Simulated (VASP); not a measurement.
CuO:

```
CELL_PARAMETERS angstrom
4.17442 0.00000 0.33057
0.00000 4.15212 0.00000
1.67472 2.07606 5.36688
ATOMIC_POSITIONS crystal
Cu 0.25000 0.25000 0.00000
Cu 0.00000 0.50000 0.50000
Cu 0.75000 0.75000 0.00000
Cu 0.50000 0.00000 0.50000
O 0.37500 0.87496 0.25000
O 0.12500 0.62504 0.75000
O 0.87500 0.37496 0.25000
O 0.62500 0.12504 0.75000
```

Base run:

- Program: VASP 6.6.1
- Functional: PBE
- Potentials or basis: VASP PAW PBE potentials, release 64 (Cu, O)
- Cutoff: 520 eV
- k mesh: 4 × 4 × 4
- Occupations: gaussian, width 0.05 eV
- Spin: collinear spin
- Starting moments: [1.0, 1.0, -1.0, -1.0, 0.0, 0.0, 0.0, 0.0] μB
- Hubbard terms: Cu d U = 4.0 eV

Its results: band gap on the k mesh 0.80 eV; pressure -2.9 GPa; net moment 0.00 μB per cell; site moments Cu +0.59, -0.59 (each value once); O +0.00, -0.00 (each value once) μB.

**Question.** The run is repeated on the same cell with these changes: k mesh from 4 × 4 × 4 to 6 × 6 × 6; further incar settings from ALGO = Normal; EDIFF = 1e-07; NBANDS = 48 to ALGO = Normal; EDIFF = 1e-06; NBANDS = 48. What comes out?

**Answer.** Band gap on the k mesh 0.70 eV; pressure -2.9 GPa; net moment 0.00 μB per cell; site moments Cu +0.59, -0.59 (each value once); O +0.00, -0.00 (each value once) μB.

A k mesh can miss the band edges.
